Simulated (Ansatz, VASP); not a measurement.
# ZrC in VASP and in Ansatz

```xyz
2
Lattice="0.0000 2.3026 2.3026 2.3026 0.0000 2.3026 2.3026 2.3026 0.0000" Properties=species:S:1:pos:R:3 pbc="T T T"
Zr    2.3026    2.3026    2.3026
C     0.0000    0.0000    0.0000
```

Change from the starting cell: volume scaled by 0.9405, crystal datasets.

Alike in both runs: task electric field gradients; functional PBE; k mesh 15 × 15 × 15; occupations fermi-dirac, width 0.05 eV; no spin polarisation.

|  | VASP | Ansatz |
| --- | --- | --- |
| version | VASP 6.6.1 | Ansatz 0.2.0 |
| potentials or method | VASP PAW PBE potentials, release 64 (Zr_sv, C), cutoff 520 eV | all-electron PAW with datasets made for the crystal, scalar-relativistic |

```csv
,VASP,Ansatz,Ansatz less VASP
pressure (GPa),17.2,17.0,-0.23
```

Ansatz ran all-electron here, and VASP with PAW potentials.
